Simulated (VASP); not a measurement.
Runs of VASP 6.6.1 on Bi2Se3. The structure is that of space group R-3m (No. 166), or close to it. The cells are those of the table. 

| task | cell | gap on the mesh (eV) | pressure (GPa) | largest force (eV/Å) |
| --- | --- | --- | --- | --- |
| single point | a = 9.852 Å, angles 24.8°, 5 atoms | (a) | -2.6 | 0.15 |
| single point | a = 9.823 Å, angles 23.6°, 5 atoms | 0.19 | 4.1 | 0.55 |
| electric field gradients | a = 9.823 Å, angles 23.6°, 5 atoms | 0.19 | 4.1 | 0.55 |
| single point | a = 9.835 Å, angles 24.1°, 5 atoms | 0.16 | 1.0 | 0.27 |
| electric field gradients | a = 9.835 Å, angles 24.1°, 5 atoms | 0.16 | 1.0 | 0.27 |

Alike in all rows: level PBEsol; potentials or basis VASP PAW PBE potentials, release 64 (Bi_d, Se); no spin polarisation; k mesh 6 × 6 × 6; cutoff (eV) 520; smearing fermi-dirac 0.03 eV.

**Question.** Estimate the missing entries.

**Answer.** (a) 0.11.

Caveats: the PAW data sets were made with another functional, which shifts forces and pressure a little; spin-orbit coupling is left out, which moves the levels of the heavy elements; the cell stands under pressure (at least some runs).

A k mesh can miss the band edges, and the runs leave out spin-orbit coupling on Bi, Se.
